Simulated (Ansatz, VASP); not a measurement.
One calculation of TiAl3, two programs

```
CELL_PARAMETERS angstrom
2.78160 0.00000 0.00000
0.00000 4.67109 0.00000
0.00000 0.00000 4.89363
ATOMIC_POSITIONS crystal
Ti 0.00000 0.50000 0.16318
Al 0.50000 0.50000 0.66405
Al 0.50000 0.00000 0.33311
Al 0.00000 0.00000 0.83966
```

Alike in both runs: functional PBEsol; k mesh 14 × 10 × 10; occupations gaussian, width 0.1 eV; no spin polarisation.

Ansatz relaxed the structure, and its values are those at the end. VASP's run is a single point on that final structure, the one shown.

```csv
,VASP,Ansatz
version,VASP 6.6.1,Ansatz 0.2.0
potentials or method,"VASP PAW PBE potentials, release 64 (Ti_sv, Al), cutoff 520 eV","scalar-relativistic, plane waves, PAW"
valence electrons in the cell,21,21
```

```tsv
	VASP	Ansatz	Ansatz less VASP
gap on the k mesh at the Fermi level (eV)	none	none	-
pressure (GPa)	0.0	0.0	-0.05
```

VASP's potentials were made for PBE, not for PBEsol. A gap of «none» marks a metal or a gap that the smearing closes.
